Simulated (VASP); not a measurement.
# C (P6_3mc) in VASP: single point with LDA

Aim: the single point of C with LDA.

Everything below comes from runs of VASP 6.6.1. Logs are shortened: lines on timing, memory, paths and dates and some standing lists are left out, and cuts for length are marked.

## 1. The cell of the first run

The structure is hexagonal, space group P6_3mc (No. 186). Conventional cell: a = 2.406 Å, b = 2.406 Å, c = 28.629 Å, α = 90.00°, β = 90.00°, γ = 120.00°. Within 1.9 Å of C (site symmetry 3m) lie 3 C at 1.39 Å. Within 1.9 Å of C (site symmetry 3m) lie 3 C at 1.39 Å. C (site symmetry 3m) has 3 C at 1.39 Å within 1.9 Å. C (site symmetry 3m) has 3 C at 1.39 Å within 1.9 Å. Within 1.9 Å of C (site symmetry 3m) lie 3 C at 1.40 Å. Within 1.9 Å of C (site symmetry 3m) lie 3 C at 1.40 Å.

## 2. Single point, LDA (atoms shifted along a free coordinate)

Contents of INCAR:

```
SYSTEM = C
PREC     = Accurate       ! precision mode
ENCUT    = 520            ! plane-wave cutoff, eV
EDIFF    = 1E-7           ! SCF threshold, eV
ISMEAR   = 0              ! smearing method
SIGMA    = 0.15           ! smearing width, eV
LREAL    = .FALSE.        ! projectors in reciprocal space
LASPH    = .TRUE.         ! aspherical terms in the spheres
NELM     = 60             ! most SCF steps
ALGO     = Normal         ! electronic algorithm
ISIF     = 2              ! what is computed and relaxed
LWAVE    = .FALSE.        ! write WAVECAR
LCHARG   = .TRUE.         ! write CHGCAR
GGA      = CA             ! functional
LELF     = .TRUE.         ! ELF
LVHAR    = .TRUE.       
NBANDS   = 36             ! bands
```

Contents of KPOINTS:

```
Automatic mesh
0
G
  18 18 2
  0 0 0
```

Contents of POSCAR:

```
C
1.0
    2.4059711464      0.0000000000      0.0000000000
   -1.2029855732      2.0836321336      0.0000000000
    0.0000000000      0.0000000000     28.6286562871
C
12
Direct
    0.6666666667      0.3333333333      0.0014381788
    0.6666666667      0.3333333333      0.5014563039
    0.6666666667      0.3333333333      0.7298539282
    0.6666666667      0.3333333333      0.2298723132
    0.0000000000      0.0000000000      0.6156893956
    0.3333333333      0.6666666667      0.2298539282
    0.0000000000      0.0000000000      0.1156893956
    0.6666666667      0.3333333333      0.6098799756
    0.3333333333      0.6666666667      0.7298723132
    0.3333333333      0.6666666667      0.1098799756
    0.3333333333      0.6666666667      0.5014381788
    0.3333333333      0.6666666667      0.0014563039
```

Potentials or basis: VASP PAW LDA potentials, release 64 (C).

The run is started by

```bash
cat potpaw_LDA.64/C/POTCAR > POTCAR
mpirun -np 1 vasp_std > vasp.out
```

OUTCAR:

```text
SYSTEM = C
   PREC = Accurate
   ENCUT = 520
   EDIFF = 1E-7
   ISMEAR = 0
   LREAL = .FALSE.
   LASPH = .TRUE.
   NELM = 60
   ISIF = 2
   GGA = CA

 ion  position               nearest neighbor table
   1  0.667  0.333  0.001-  12 1.39  12 1.39  12 1.39
   2  0.667  0.333  0.501-  11 1.39  11 1.39  11 1.39
   3  0.667  0.333  0.730-   9 1.39   9 1.39   9 1.39
   4  0.667  0.333  0.230-   6 1.39   6 1.39   6 1.39
   5  0.000  0.000  0.616-   8 1.40   8 1.40   8 1.40
   6  0.333  0.667  0.230-   4 1.39   4 1.39   4 1.39
   7  0.000  0.000  0.116-  10 1.40  10 1.40  10 1.40
   8  0.667  0.333  0.610-   5 1.40   5 1.40   5 1.40
   9  0.333  0.667  0.730-   3 1.39   3 1.39   3 1.39
  10  0.333  0.667  0.110-   7 1.40   7 1.40   7 1.40
  11  0.333  0.667  0.501-   2 1.39   2 1.39   2 1.39
  12  0.333  0.667  0.001-   1 1.39   1 1.39   1 1.39

  LATTYP: Found a hexagonal cell.
 ALAT       =     2.4059711464
 C/A-ratio  =    11.8990023342

  Lattice vectors:

 A1 = (   2.4059711464,   0.0000000000,   0.0000000000)
 A2 = (  -1.2029855732,   2.0836321336,   0.0000000000)
 A3 = (   0.0000000000,   0.0000000000,  28.6286562871)

Analysis of symmetry for initial positions (statically):
=====================================================================
 Subroutine PRICEL returns:
 Original cell was already a primitive cell.

 Routine SETGRP: Setting up the symmetry group for a
 hexagonal supercell.

 Subroutine GETGRP returns: Found 12 space group operations
 (whereof  6 operations were pure point group operations)
 out of a pool of 24 trial point group operations.

The static configuration has the point symmetry C_3v.
 The point group associated with its full space group is C_6v.

Analysis of symmetry for dynamics (positions and initial velocities):
=====================================================================
 Subroutine PRICEL returns:
 Original cell was already a primitive cell.

 Routine SETGRP: Setting up the symmetry group for a
 hexagonal supercell.

 Subroutine GETGRP returns: Found 12 space group operations
 (whereof  6 operations were pure point group operations)
 out of a pool of 24 trial point group operations.

The dynamic configuration has the point symmetry C_3v.
 The point group associated with its full space group is C_6v.

 Subroutine INISYM returns: Found 12 space group operations
 (whereof  6 operations are pure point group operations),
 and found     1 'primitive' translations

----------------------------------------------------------------------------------------

                                     Primitive cell

  volume of cell :     143.5200

  direct lattice vectors                    reciprocal lattice vectors
     2.405971146  0.000000000  0.000000000     0.415632582  0.239965583  0.000000000
    -1.202985573  2.083632134  0.000000000     0.000000000  0.479931166  0.000000000
     0.000000000  0.000000000 28.628656287     0.000000000  0.000000000  0.034930036

  length of vectors
     2.405971146  2.405971146 28.628656287     0.479931166  0.479931166  0.034930036

  position of ions in fractional coordinates (direct lattice)
     0.666666667  0.333333333  0.001438179
     0.666666667  0.333333333  0.501456304
     0.666666667  0.333333333  0.729853928
     0.666666667  0.333333333  0.229872313
     0.000000000  0.000000000  0.615689396
     0.333333333  0.666666667  0.229853928
     0.000000000  0.000000000  0.115689396
     0.666666667  0.333333333  0.609879976
     0.333333333  0.666666667  0.729872313
     0.333333333  0.666666667  0.109879976
     0.333333333  0.666666667  0.501438179
     0.333333333  0.666666667  0.001456304

  ion indices of the primitive-cell ions
   primitive index   ion index
                 1           1
                 2           2
                 3           3
                 4           4
                 5           5
                 6           6
                 7           7
                 8           8
                 9           9
                10          10
                11          11
                12          12

----------------------------------------------------------------------------------------

 KPOINTS: Automatic mesh

Automatic generation of k-mesh.
 Grid dimensions read from file:
 generate k-points for:   18   18    2

 Generating k-lattice:

  Cartesian coordinates                     Fractional coordinates (reciprocal lattice)
     0.023090699  0.013331421  0.000000000     0.055555556  0.000000000  0.000000000
     0.000000000  0.026662843  0.000000000     0.000000000  0.055555556  0.000000000
     0.000000000  0.000000000  0.017465018     0.000000000  0.000000000  0.500000000

  Length of vectors
     0.026662843  0.026662843  0.017465018

  Shift w.r.t. Gamma in fractional coordinates (k-lattice)
     0.000000000  0.000000000  0.000000000

 Subroutine IBZKPT returns following result:
 ===========================================

 Found     74 irreducible k-points:

 Following reciprocal coordinates:
            Coordinates               Weight
  0.000000  0.000000  0.000000      1.000000
  0.055556  0.000000  0.000000      6.000000
  0.111111  0.000000  0.000000      6.000000
  0.166667 -0.000000  0.000000      6.000000
  0.222222 -0.000000  0.000000      6.000000
  0.277778 -0.000000  0.000000      6.000000
[... 16 lines left out ...]
  0.333333  0.111111  0.000000     12.000000
  0.388889  0.111111  0.000000     12.000000
 [... further k-points ...]
   k-points           NKPTS =     74   k-points in BZ     NKDIM =     74   number of bands    NBANDS=     36
   number of dos      NEDOS =    301   number of ions     NIONS =     12
   total plane-waves  NPLWV =  69984
   dimension x,y,z NGX =    18 NGY =   18 NGZ =  216
   dimension x,y,z NGXF=    36 NGYF=   36 NGZF=  432
   ions per type =              12
   NGX,Y,Z   is equivalent  to a cutoff of  12.44, 12.44, 12.54 a.u.
   NGXF,Y,Z  is equivalent  to a cutoff of  24.88, 24.88, 25.09 a.u.
 SYSTEM =  C
   PREC   = accura    normal or accurate (medium, high low for compatibility)
   ISTART =      0    job   : 0-new  1-cont  2-samecut
   ICHARG =      2    charge: 1-file 2-atom 10-const
   ISPIN  =      1    spin polarized calculation?
   LNONCOLLINEAR =      F non collinear calculations
   LSORBIT =      F    spin-orbit coupling
   LASPH  =      T    aspherical Exc in radial PAW
   ENCUT  =  520.0 eV  38.22 Ry    6.18 a.u.   4.47  4.47 53.23*2*pi/ulx,y,z
   NELM   =     60;   NELMIN=  2; NELMDL= -5     # of ELM steps
   EDIFF  = 0.1E-06   stopping-criterion for ELM
   LREAL  =      F    real-space projection
   EDIFFG = 0.1E-05   stopping-criterion for IOM
   NSW    =      0    number of steps for IOM
   IBRION =     -1    ionic relax: 0-MD 1-quasi-New 2-CG
   NFREE  =      0    steps in history (QN), initial steepest desc. (CG)
   ISIF   =      2    stress and relaxation
   ISYM   =      2    0-nonsym 1-usesym 2-fastsym
   POTIM  = 0.5000    time-step for ionic-motion
   TEBEG  =    0.0;   TEEND  =   0.0 temperature during run
   PSTRESS=    0.0 pullay stress
   NELECT =      48.0000    total number of electrons
   NUPDOWN=      -1.0000    fix difference up-down
   EMIN   =  10.00;   EMAX   =-10.00  energy-range for DOS
   EFERMI =   0.00;   METHOD = LEGACY
   ISMEAR =     0;   SIGMA  =   0.15  broadening in eV -4-tet -1-fermi 0-gaus
   EFERMI_NEDOS =   21; number of points for ismear=-14 and -15
   IALGO  =     38    algorithm
   IMIX   =      4    mixing-type and parameters
     AMIX     =   0.40;   BMIX     =  1.00
     AMIX_MAG =   1.60;   BMIX_MAG =  1.00
  volume/ion in A,a.u.               =      11.96        80.71
  Fermi-wavevector in a.u.,A,eV,Ry     =   1.136365  2.147418 17.569542  1.291325
  Thomas-Fermi vector in A             =   2.273070
   LORBIT       =      0    0 simple, 1 ext, 2 COOP (PROOUT), +10 PAW based schemes
   GGA     = CA    functional components
   LHFCALC =     F    Hartree Fock is set to
   AEXX    =    0.0000 exact exchange contribution
   IVDW    =     0    specifies the selected vdW correction
   LEPSILON=     F    determine dielectric tensor
   LRPA    =     F    only Hartree local field effects (RPA)
 non-spin polarized calculation
 Gauss-broadening in eV      SIGMA  =   0.15
  energy-cutoff  :      520.00
  volume of cell :      143.52
 maximum number of plane-waves:      3938
 NGX is ok and might be reduce to    18
   NGX =  9   NGY =  9   NGZ =107

 number of electron      48.0000008 magnetization

 Free energy of the ion-electron system (eV)
  ---------------------------------------------------
  ext. energy  EPLUGINS =         0.00000000
  ---------------------------------------------------
  free energy    TOTEN  =      -120.51672671 eV

  energy without entropy =     -120.51266631  energy(sigma->0) =     -120.51469651

 E-fermi :   2.2157     XC(G=0):  -8.1211

 val. band max:        2.1921054137   @ k =   0.3333   0.3333   0.0000
 cond. band min:       2.2336603886   @ k =   0.3333   0.3333   0.5000
 fundamental gap:      0.0415549749
 Fermi energy:         2.2157442246

 k-point     1 :       0.0000    0.0000    0.0000
  band No.  band energies     occupation
      1     -17.7501      2.00000
      2     -17.7501      2.00000
      3     -17.6405      2.00000
      4     -17.6404      2.00000
      5     -17.4414      2.00000
      6     -17.4414      2.00000
[... 28 lines left out ...]
     35      11.0316      0.00000
     36      11.0530      0.00000

 k-point     2 :       0.0556    0.0000    0.0000
  band No.  band energies     occupation
      1     -17.6738      2.00000
      2     -17.6738      2.00000
      3     -17.5648      2.00000
      4     -17.5648      2.00000
      5     -17.3660      2.00000
      6     -17.3660      2.00000
[... 28 lines left out ...]
     35      11.0749      0.00000
     36      11.1096      0.00000

 k-point     3 :       0.1111    0.0000    0.0000
  band No.  band energies     occupation
      1     -17.4452      2.00000
      2     -17.4451      2.00000
      3     -17.3380      2.00000
      4     -17.3380      2.00000
      5     -17.1402      2.00000
      6     -17.1402      2.00000
[... 28 lines left out ...]
     35      11.1927      0.00000
     36      11.1968      0.00000
[... 742 lines left out ...]
 k-point    23 :       0.3333    0.1111    0.0000
  band No.  band energies     occupation
      1     -13.8752      2.00000
      2     -13.8752      2.00000
      3     -13.7948      2.00000
      4     -13.7948      2.00000
      5     -13.6096      2.00000
      6     -13.6096      2.00000
[... 28 lines left out ...]
     35      11.6705      0.00000
     36      11.6888      0.00000

 k-point    24 :       0.3889    0.1111    0.0000
  band No.  band energies     occupation
      1     -12.8120      2.00000
      2     -12.8119      2.00000
      3     -12.7388      2.00000
      4     -12.7387      2.00000
      5     -12.5590      2.00000
      6     -12.5589      2.00000
[... 28 lines left out ...]
     35      11.9293      0.00000
     36      11.9438      0.00000

 [... further k-points ...]

------------------------ aborting loop because EDIFF is reached ----------------------------------------

  FORCE on cell =-STRESS in cart. coord.  units (eV):
  Direction    XX          YY          ZZ          XY          YZ          ZX
  --------------------------------------------------------------------------------------
  -------------------------------------------------------------------------------------
  Total       14.5681405     14.5681405     -0.8738252      0.0000000      0.0000000      0.0000000
  in kB      162.6306055    162.6306055     -9.7548983      0.0000000      0.0000000      0.0000000
  external PRESSURE =     105.1687709 kB  Pullay stress =       0.0000000 kB

 VOLUME and BASIS-vectors are now :
 -----------------------------------------------------------------------------
  energy-cutoff  :      520.00
  volume of cell :      143.52
      direct lattice vectors                 reciprocal lattice vectors
     2.405971146  0.000000000  0.000000000     0.415632582  0.239965583  0.000000000
    -1.202985573  2.083632134  0.000000000     0.000000000  0.479931166  0.000000000
     0.000000000  0.000000000 28.628656287     0.000000000  0.000000000  0.034930036

 POSITION                                       TOTAL-FORCE (eV/Angst)
 -----------------------------------------------------------------------------------
      1.20299      0.69454      0.04117        -0.000000      0.000000     -0.037239
      1.20299      0.69454     14.35602        -0.000000      0.000000      0.002129
      1.20299      0.69454     20.89474        -0.000000      0.000000      0.003064
      1.20299      0.69454      6.58094         0.000000     -0.000000     -0.012513
      0.00000      0.00000     17.62636         0.000000      0.000000     -2.823919
     -0.00000      1.38909      6.58041         0.000000     -0.000000      0.003064
      0.00000      0.00000      3.31203        -0.000000      0.000000     -2.823919
      1.20299      0.69454     17.46004        -0.000000      0.000000      2.868476
     -0.00000      1.38909     20.89526         0.000000      0.000000     -0.012513
     -0.00000      1.38909      3.14572        -0.000000     -0.000000      2.868476
     -0.00000      1.38909     14.35550         0.000000     -0.000000     -0.037239
     -0.00000      1.38909      0.04169        -0.000000     -0.000000      0.002129
 -----------------------------------------------------------------------------------
    total drift:                               -0.000000     -0.000000     -0.000071

  FREE ENERGIE OF THE ION-ELECTRON SYSTEM (eV)
  ---------------------------------------------------
  free  energy   TOTEN  =      -120.5167267138 eV

  energy  without entropy=     -120.5126663137  energy(sigma->0) =     -120.51469651
```

It took 9.5 min on 1 thread of Intel Xeon Platinum 8488C (Sapphire Rapids), shared host; peak memory 0.36 GiB.

Results:

```
Free energy   : -120.5167 eV
Pressure      : 10.5 GPa
Largest force : 2.868 eV/Å
```

Forces on the atoms (eV/Å):
```
C    0.000  0.000 -0.037
C    0.000  0.000  0.002
C    0.000  0.000  0.003
C    0.000  0.000 -0.013
C    0.000  0.000 -2.824
C    0.000  0.000  0.003
C    0.000  0.000 -2.824
C    0.000  0.000  2.868
C    0.000  0.000 -0.013
C    0.000  0.000  2.868
C    0.000  0.000 -0.037
C    0.000  0.000  0.002
```

Stress tensor (GPa, compression positive):
```
16.26  0.00  0.00
 0.00 16.26  0.00
 0.00  0.00 -0.98
```

Caveat: the cell differs from its parent crystal (atoms shifted along a free coordinate); the stress differs along the axes, from -1 to 16 GPa; forces of over 1 eV/Å act on the atoms, so gaps and moduli don't describe the material at rest.
